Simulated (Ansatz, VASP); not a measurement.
# CaSe: VASP beside Ansatz

```
CELL_PARAMETERS angstrom
0.00000 3.31203 3.31203
3.31203 0.00000 3.31203
3.31203 3.31203 0.00000
ATOMIC_POSITIONS crystal
Ca 0.00000 0.00000 0.00000
Se 0.25000 0.25000 0.25000
```

Alike in both runs: task single point; functional r2SCAN; k mesh 6 × 6 × 6; no spin polarisation.

|  | VASP | Ansatz |
| --- | --- | --- |
| version | VASP 6.6.1 | Ansatz 0.2.0 |
| potentials or method | VASP PAW PBE potentials, release 64 (Ca_sv, Se) | plane waves, PAW |
| plane-wave cutoff (eV) | 520 | 500 |
| occupations | gaussian, width 0.01 eV | fixed |
| valence electrons in the cell | 16 | 26 |

```csv
,VASP,Ansatz,Ansatz less VASP
gap on the k mesh at the Fermi level (eV),3.59,3.60,+0.012
pressure (GPa),-0.8,-1.0,-0.16
```

VASP's potentials were made for PBE, not for r2SCAN. VASP's potentials hold 16 valence electrons a cell and Ansatz's 26, so a difference there can come from the potentials and not from the codes.
